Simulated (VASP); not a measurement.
SrIr2, 6 atoms in the cell. It takes space group Fd-3m (No. 227, cubic). Conventional cell: a = 7.579 Å, b = 7.579 Å, c = 7.579 Å, α = 90.00°, β = 90.00°, γ = 90.00°. Within 4.1 Å of Sr (site symmetry -43m) lie 12 Ir at 3.14 Å and 4 Sr at 3.28 Å. Within 3.5 Å of Ir (site symmetry -3m) lie 6 Ir at 2.68 Å and 6 Sr at 3.14 Å. 

| Quantity | Value |
| --- | --- |
| Program | VASP 6.6.1 |
| Task | single point |
| Functional | PBEsol |
| Dispersion | D3(BJ) |
| Potentials or basis | VASP PAW PBE potentials, release 64 (Sr_sv, Ir) |
| Cutoff | 520 eV |
| k mesh | 4 × 4 × 4 |
| Occupations | fermi-dirac, width 0.05 eV |
| Spin | no spin polarisation |
| Dipole correction | no |
| Further INCAR settings | ALGO = Normal; EDIFF = 1e-06; NBANDS = 37 |

Potentials or basis: VASP PAW PBE potentials, release 64 (Sr_sv, Ir).

Command:

```console
$ cat potpaw_PBE.64/Sr_sv/POTCAR potpaw_PBE.64/Ir/POTCAR > POTCAR
$ mpirun -np 1 vasp_std > vasp.out
```

Hardware: 1 thread of AMD EPYC 7R13, with other jobs on the host.

Task: Estimate the wall time of this run.

Result: Wall time 47 s on 1 thread of AMD EPYC 7R13 (shared host), peak memory 0.22 GiB. Counts: scf iterations 13, k points 8.
